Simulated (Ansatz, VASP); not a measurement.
Cl in VASP and in Ansatz

```
Cl
1.0
     3.61156    0.00000    0.00000
    -1.80578    3.12771    0.00000
     0.00000    0.00000    7.46482
Cl
4
Direct
  0.00000 0.00000 0.00000
  0.00000 0.00000 0.50000
  0.33333 0.66667 0.75000
  0.66667 0.33333 0.25000
```

Alike in both runs: functional PBEsol; k mesh 15 × 15 × 6; occupations gaussian, width 0.1 eV; no spin polarisation.

Ansatz relaxed the structure, and its values are those at the end. VASP's run is a single point on that final structure, the one shown.

```csv
,VASP,Ansatz
version,VASP 6.6.1,Ansatz 0.2.0
potentials or method,"VASP PAW PBE potentials, release 64 (Cl), cutoff 500 eV","scalar-relativistic, plane waves, PAW"
valence electrons in the cell,28,28
```

```csv
,VASP,Ansatz,Ansatz less VASP
gap on the k mesh at the Fermi level (eV),none,none,-
pressure (GPa),0.0,0.0,+0.06
```

VASP's potentials were made for PBE, not for PBEsol. A gap of «none» marks a metal or a gap that the smearing closes.
